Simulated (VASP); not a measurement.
Here is a VASP 6.6.1 calculation.

Contents of INCAR:

```
SYSTEM = Mg
  PREC = Accurate
  ENCUT = 520
  EDIFF = 1E-6
  ISMEAR = -1
  SIGMA = 0.3
  LREAL = .FALSE.
  LASPH = .TRUE.
  NELM = 60
  ALGO = Normal
  ISIF = 2
  LWAVE = .FALSE.
  LCHARG = .TRUE.
  GGA = PE
  LELF = .TRUE.
  LVHAR = .TRUE.
  NBANDS = 9
```

KPOINTS

```
Automatic mesh
0
G
  12 12 7
  0 0 0
```

The input POSCAR:

```
Mg
1.0
    3.2722434310      0.0000000000      0.0000000000
   -1.6361217155      2.8338456038      0.0000000000
    0.0000000000      0.0000000000      5.3124886887
Mg
2
Direct
    0.3333333333      0.6666666667      0.2500000000
    0.6666666667      0.3333333333      0.7500000000
```

Potentials or basis: VASP PAW PBE potentials, release 64 (Mg).

The run is started by

```sh
$ cat potpaw_PBE.64/Mg/POTCAR > POTCAR
$ mpirun -np 1 vasp_std > vasp.out
```

(1) Estimate the band gap on the k mesh.

(2) Predict the pressure.

Answers

(1) zero (band 2 reaches 3.26 eV, above the bottom of band 3 at 1.03 eV).

(2) -2.0 GPa.
